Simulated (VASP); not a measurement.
# Cd in VASP: further runs

The runs below take Cd through single point, relaxation of cell and atoms, with r2SCAN+D4.

Program: VASP 6.6.1. These are calculated values, not measurements. Logs are shortened: lines on timing, memory, paths and dates and some standing lists are left out, and cuts for length are marked.

### Step 1. The cell of the first run

The typed cell holds 1 atom: a = 3.129 Å, b = 3.084 Å, c = 3.066 Å, α = 60.59°, β = 63.24°, γ = 62.85°.

### Step 2. Single point, r2SCAN+D4 (the cell strained at random)

Contents of POSCAR:

```
Cd
1.0
    1.6411810000      0.9626790000      2.4842660000
   -1.5975280000      0.8789580000      2.4873410000
   -0.0506780000     -1.8105080000      2.4740040000
Cd
1
Direct
    0.0000000000      0.0000000000      0.0000000000
```

Contents of INCAR.step1:

```
PREC     = Accurate       # precision mode
ENCUT    = 520            # plane-wave cutoff, eV
ISMEAR   = -1             # smearing method
SIGMA    = 0.1            # smearing width, eV
LREAL    = F              # projectors in reciprocal space
LASPH    = T              # aspherical terms in the spheres
NELM     = 60             # most SCF steps
NBANDS   = 12             # bands
GGA      = PE             # functional
ALGO     = Normal         # electronic algorithm
EDIFF    = 1E-4           # SCF threshold, eV
LWAVE    = T              # write WAVECAR
LCHARG   = F              # write CHGCAR
```

Contents of INCAR.step2:

```
PREC     = Accurate       # precision mode
ENCUT    = 520            # plane-wave cutoff, eV
EDIFF    = 1E-6           # SCF threshold, eV
ISMEAR   = -1             # smearing method
SIGMA    = 0.1            # smearing width, eV
LREAL    = F              # projectors in reciprocal space
LASPH    = T              # aspherical terms in the spheres
NELM     = 60             # most SCF steps
ALGO     = Normal         # electronic algorithm
ISIF     = 2              # what is computed and relaxed
LWAVE    = F              # write WAVECAR
LCHARG   = T              # write CHGCAR
METAGGA  = R2SCAN         # meta-GGA
LMIXTAU  = T            
IVDW     = 13             # dispersion correction
VDW_S6   = 1.0          
VDW_S8   = 0.6018749    
VDW_A1   = 0.51559235   
VDW_A2   = 5.77342911   
LELF     = T              # ELF
LVHAR    = T            
NBANDS   = 12             # bands
ISTART   = 1
```

Contents of KPOINTS:

```
regular mesh
0
Gamma
  8 8 8
```

Potentials or basis: VASP PAW PBE potentials, release 64 (Cd).

The run is started by

```console
$ cat potpaw_PBE.64/Cd/POTCAR > POTCAR
$ cp INCAR.step1 INCAR
$ mpirun -np 1 vasp_std > vasp.out
$ cp INCAR.step2 INCAR
$ mpirun -np 1 vasp_std > vasp.out
```

OUTCAR:

```text
PREC = Accurate
   ENCUT = 520
   EDIFF = 1E-6
   ISMEAR = -1
   LREAL = F
   LASPH = T
   NELM = 60
   ISIF = 2
   METAGGA = R2SCAN
   IVDW = 13
   ISTART = 1

 ion  position               nearest neighbor table
   1  0.000  0.000  0.000-

  LATTYP: Found a triclinic cell.
 ALAT       =     5.4490137916
 B/A-ratio  =     0.5693881297
 C/A-ratio  =     0.8318127154
 COS(alpha) =     0.0019029437
 COS(beta)  =     0.4391587196
 COS(gamma) =     0.8524022219

  Lattice vectors:

 A1 = (   4.7855590000,  -2.6057450000,  -0.0164120000)
 A2 = (   1.5468500000,  -2.6894660000,  -0.0133370000)
 A3 = (   3.2893870000,   1.8942290000,  -2.4770790000)

Analysis of symmetry for initial positions (statically):
=====================================================================
 Subroutine PRICEL returns:
 Original cell was already a primitive cell.

 Routine SETGRP: Setting up the symmetry group for a
 triclinic supercell.

 Subroutine GETGRP returns: Found  2 space group operations
 (whereof  2 operations were pure point group operations)
 out of a pool of  2 trial point group operations.

The static configuration has the point symmetry S_2 .

Analysis of symmetry for dynamics (positions and initial velocities):
=====================================================================
 Subroutine PRICEL returns:
 Original cell was already a primitive cell.

 Routine SETGRP: Setting up the symmetry group for a
 triclinic supercell.

 Subroutine GETGRP returns: Found  2 space group operations
 (whereof  2 operations were pure point group operations)
 out of a pool of  2 trial point group operations.

The dynamic configuration has the point symmetry S_2 .

 Subroutine INISYM returns: Found  2 space group operations
 (whereof  2 operations are pure point group operations),
 and found     1 'primitive' translations

----------------------------------------------------------------------------------------

                                     Primitive cell

  volume of cell :      21.9391

  direct lattice vectors                    reciprocal lattice vectors
     1.641181000  0.962679000  2.484266000     0.304383769  0.174402900  0.133865348
    -1.597528000  0.878958000  2.487341000    -0.313570976  0.190809649  0.133213708
    -0.050678000 -1.810508000  2.474004000     0.009615060 -0.366964588  0.135850609

  length of vectors
     3.129185755  3.084076544  3.066138169     0.375480734  0.390488119  0.391421571

  position of ions in fractional coordinates (direct lattice)
     0.000000000  0.000000000  0.000000000

  ion indices of the primitive-cell ions
   primitive index   ion index
                 1           1

----------------------------------------------------------------------------------------

 KPOINTS: regular mesh

Automatic generation of k-mesh.
 Grid dimensions read from file:
 generate k-points for:    8    8    8

 Generating k-lattice:

  Cartesian coordinates                     Fractional coordinates (reciprocal lattice)
     0.038047971  0.021800363  0.016733169     0.125000000  0.000000000  0.000000000
    -0.039196372  0.023851206  0.016651714     0.000000000  0.125000000  0.000000000
     0.001201883 -0.045870574  0.016981326     0.000000000  0.000000000  0.125000000

  Length of vectors
     0.046935092  0.048811015  0.048927696

  Shift w.r.t. Gamma in fractional coordinates (k-lattice)
     0.000000000  0.000000000  0.000000000

 Subroutine IBZKPT returns following result:
 ===========================================

 Found    260 irreducible k-points:

 Following reciprocal coordinates:
            Coordinates               Weight
  0.000000  0.000000  0.000000      1.000000
  0.125000  0.000000  0.000000      2.000000
  0.250000  0.000000  0.000000      2.000000
  0.375000  0.000000  0.000000      2.000000
  0.500000  0.000000  0.000000      1.000000
 -0.000000  0.125000  0.000000      2.000000
[... 16 lines left out ...]
  0.125000  0.375000  0.000000      2.000000
  0.250000  0.375000  0.000000      2.000000
 [... further k-points ...]
   k-points           NKPTS =    260   k-points in BZ     NKDIM =    260   number of bands    NBANDS=     12
   number of dos      NEDOS =    301   number of ions     NIONS =      1
   total plane-waves  NPLWV =  13824
   dimension x,y,z NGX =    24 NGY =   24 NGZ =   24
   dimension x,y,z NGXF=    48 NGYF=   48 NGZF=   48
   ions per type =               1
   NGX,Y,Z   is equivalent  to a cutoff of  12.75, 12.94, 13.01 a.u.
   NGXF,Y,Z  is equivalent  to a cutoff of  25.50, 25.87, 26.03 a.u.
 SYSTEM =  unknown system
   PREC   = accura    normal or accurate (medium, high low for compatibility)
   ISTART =      1    job   : 0-new  1-cont  2-samecut
   ICHARG =      0    charge: 1-file 2-atom 10-const
   ISPIN  =      1    spin polarized calculation?
   LNONCOLLINEAR =      F non collinear calculations
   LSORBIT =      F    spin-orbit coupling
   LASPH  =      T    aspherical Exc in radial PAW
   ENCUT  =  520.0 eV  38.22 Ry    6.18 a.u.   5.82  5.73  5.70*2*pi/ulx,y,z
   NELM   =     60;   NELMIN=  2; NELMDL=  0     # of ELM steps
   EDIFF  = 0.1E-05   stopping-criterion for ELM
   LREAL  =      F    real-space projection
   EDIFFG = 0.1E-04   stopping-criterion for IOM
   NSW    =      0    number of steps for IOM
   IBRION =     -1    ionic relax: 0-MD 1-quasi-New 2-CG
   NFREE  =      0    steps in history (QN), initial steepest desc. (CG)
   ISIF   =      2    stress and relaxation
   ISYM   =      2    0-nonsym 1-usesym 2-fastsym
   POTIM  = 0.5000    time-step for ionic-motion
   TEBEG  =    0.0;   TEEND  =   0.0 temperature during run
   PSTRESS=    0.0 pullay stress
   NELECT =      12.0000    total number of electrons
   NUPDOWN=      -1.0000    fix difference up-down
   EMIN   =  10.00;   EMAX   =-10.00  energy-range for DOS
   EFERMI =   0.00;   METHOD = LEGACY
   ISMEAR =    -1;   SIGMA  =   0.10  broadening in eV -4-tet -1-fermi 0-gaus
   EFERMI_NEDOS =   21; number of points for ismear=-14 and -15
   IALGO  =     38    algorithm
   IMIX   =      4    mixing-type and parameters
     AMIX     =   0.40;   BMIX     =  1.00
     AMIX_MAG =   1.60;   BMIX_MAG =  1.00
  volume/ion in A,a.u.               =      21.94       148.05
  Fermi-wavevector in a.u.,A,eV,Ry     =   1.338842  2.530044 24.388398  1.792497
  Thomas-Fermi vector in A             =   2.467280
   LORBIT       =      0    0 simple, 1 ext, 2 COOP (PROOUT), +10 PAW based schemes
   METAGGA = R2SCAN    functional components
   LHFCALC =     F    Hartree Fock is set to
   AEXX    =    0.0000 exact exchange contribution
   IVDW    =    13    specifies the selected vdW correction
   LEPSILON=     F    determine dielectric tensor
   LRPA    =     F    only Hartree local field effects (RPA)
 non-spin polarized calculation
  energy-cutoff  :      520.00
  volume of cell :       21.94
 maximum number of plane-waves:       603
   NGX = 11   NGY = 11   NGZ = 11

 number of electron      12.0000002 magnetization

 Free energy of the ion-electron system (eV)
  ---------------------------------------------------
  ext. energy  EPLUGINS =         0.00000000
  ---------------------------------------------------
  free energy    TOTEN  =       -20.08128596 eV

  energy without entropy =      -20.06809881  energy(sigma->0) =      -20.07469239

 E-fermi :   2.6578     XC(G=0): -11.7336

 val. band max:        2.6530038051   @ k =  -0.2500   0.1250   0.5000
 cond. band min:       2.6651424303   @ k =   0.0000   0.5000   0.1250
 fundamental gap:      0.0121386252
 Fermi energy:         2.6577642855

 k-point     1 :       0.0000    0.0000    0.0000
  band No.  band energies     occupation
      1      -6.9689      2.00000
      2      -6.8075      2.00000
      3      -6.7281      2.00000
      4      -6.3828      2.00000
      5      -6.3183      2.00000
      6      -6.2995      2.00000
      7      16.2293      0.00000
      8      17.8496      0.00000
      9      18.5778      0.00000
     10      19.9750      0.00000
     11      20.3677      0.00000
     12      21.8114      0.00000

 k-point     2 :       0.1250    0.0000    0.0000
  band No.  band energies     occupation
      1      -7.0115      2.00000
      2      -6.7809      2.00000
      3      -6.7068      2.00000
      4      -6.3587      2.00000
      5      -6.2992      2.00000
      6      -5.8992      2.00000
      7      12.8142      0.00000
      8      17.7285      0.00000
      9      18.1810      0.00000
     10      19.2623      0.00000
     11      22.2927      0.00000
     12      22.6934      0.00000

 k-point     3 :       0.2500    0.0000    0.0000
  band No.  band energies     occupation
      1      -7.1508      2.00000
      2      -6.7671      2.00000
      3      -6.7023      2.00000
      4      -6.2458      2.00000
      5      -6.2334      2.00000
      6      -4.6155      2.00000
      7       8.2130      0.00000
      8      17.4267      0.00000
      9      17.6618      0.00000
     10      18.1312      0.00000
     11      21.7876      0.00000
     12      22.1955      0.00000
[... 286 lines left out ...]
 k-point    23 :       0.1250    0.3750    0.0000
  band No.  band energies     occupation
      1      -7.2084      2.00000
      2      -6.8314      2.00000
      3      -6.5391      2.00000
      4      -6.4098      2.00000
      5      -5.9961      2.00000
      6      -2.5913      2.00000
      7       6.3730      0.00000
      8      14.3907      0.00000
      9      14.6025      0.00000
     10      16.5048      0.00000
     11      20.5442      0.00000
     12      21.7254      0.00000

 k-point    24 :       0.2500    0.3750    0.0000
  band No.  band energies     occupation
      1      -7.2881      2.00000
      2      -6.9774      2.00000
      3      -6.3398      2.00000
      4      -6.3030      2.00000
      5      -5.9910      2.00000
      6      -2.1895      2.00000
      7       8.4222      0.00000
      8      11.3497      0.00000
      9      12.6701      0.00000
     10      15.6351      0.00000
     11      16.3226      0.00000
     12      25.3005      0.00000

 [... further k-points ...]

------------------------ aborting loop because EDIFF is reached ----------------------------------------

  DFT-D4 for vdW energy calculation

  Edisp (eV):   -0.13882

  FORCE on cell =-STRESS in cart. coord.  units (eV):
  Direction    XX          YY          ZZ          XY          YZ          ZX
  --------------------------------------------------------------------------------------
  -------------------------------------------------------------------------------------
  Total      -0.16182    -0.02880    -0.22674    -0.15370     0.01388    -0.03642
  in kB     -11.81741    -2.10292   -16.55829   -11.22481     1.01374    -2.65956
  external pressure =      -10.16 kB  Pullay stress =        0.00 kB

 VOLUME and BASIS-vectors are now :
 -----------------------------------------------------------------------------
  energy-cutoff  :      520.00
  volume of cell :       21.94
      direct lattice vectors                 reciprocal lattice vectors
     1.641181000  0.962679000  2.484266000     0.304383769  0.174402900  0.133865348
    -1.597528000  0.878958000  2.487341000    -0.313570976  0.190809649  0.133213708
    -0.050678000 -1.810508000  2.474004000     0.009615060 -0.366964588  0.135850609

 POSITION                                       TOTAL-FORCE (eV/Angst)
 -----------------------------------------------------------------------------------
      0.00000      0.00000      0.00000         0.000000      0.000000      0.000000
 -----------------------------------------------------------------------------------
    total drift:                                0.000000     -0.000000      0.000000

  FREE ENERGIE OF THE ION-ELECTRON SYSTEM (eV)
  ---------------------------------------------------
  free  energy   TOTEN  =       -20.2201052137 eV

  energy  without entropy=      -20.2069180641  energy(sigma->0) =      -20.21351164
```

It took 59 s on 1 thread of Intel Xeon 6975P-C (Granite Rapids), shared host; peak memory 0.19 GiB.

Results:

```
Free energy                : -20.2201 eV
Pressure                   : -1.0 GPa
Band gap on the k mesh     : zero (band 6 reaches 4.39 eV, above the bottom of band 7 at 0.70 eV)
Dispersion energy per atom : -0.139 eV
```

Levels at points of the mesh, in eV from the Fermi level:
| k point | band 2 | band 3 | band 4 | band 5 | band 6 | band 7 | band 8 | band 9 | band 10 | band 11 |
| --- | --- | --- | --- | --- | --- | --- | --- | --- | --- | --- |
| (0.00, 0.00, 0.00) | -9.47 | -9.39 | -9.04 | -8.98 | -8.96 | 13.57 | 15.19 | 15.92 | 17.32 | 17.71 |
| (0.50, 0.00, 0.00) | -9.49 | -9.43 | -8.72 | -8.62 | -2.54 | -1.95 | 14.06 | 14.18 | 14.45 | 17.72 |
| (0.00, 0.50, 0.00) | -9.60 | -9.32 | -8.72 | -8.56 | -2.28 | -1.20 | 12.67 | 12.98 | 14.73 | 16.51 |
| (0.50, 0.50, 0.00) | -10.03 | -8.69 | -8.54 | -8.51 | -0.69 | 1.76 | 6.29 | 8.15 | 10.63 | 12.46 |
| (0.00, 0.00, 0.50) | -9.58 | -9.34 | -8.73 | -8.55 | -2.26 | -1.14 | 12.79 | 13.03 | 14.43 | 16.60 |
| (0.50, 0.00, 0.50) | -10.04 | -8.69 | -8.52 | -8.51 | -0.56 | 1.95 | 6.20 | 7.94 | 10.54 | 12.25 |
| (0.00, 0.50, 0.50) | -10.04 | -8.70 | -8.56 | -8.49 | -1.01 | 1.29 | 7.50 | 7.68 | 11.67 | 12.16 |
| (0.50, 0.50, 0.50) | -9.60 | -9.37 | -8.63 | -8.56 | -2.04 | -0.54 | 11.53 | 13.09 | 13.77 | 15.65 |

Caveat: the cell differs from its parent crystal (the cell strained at random); the PAW data sets were made with another functional, which shifts forces and pressure a little; pairwise dispersion overbinds metals, which lowers pressure and volume.

(Continued in part 2 of 2.)
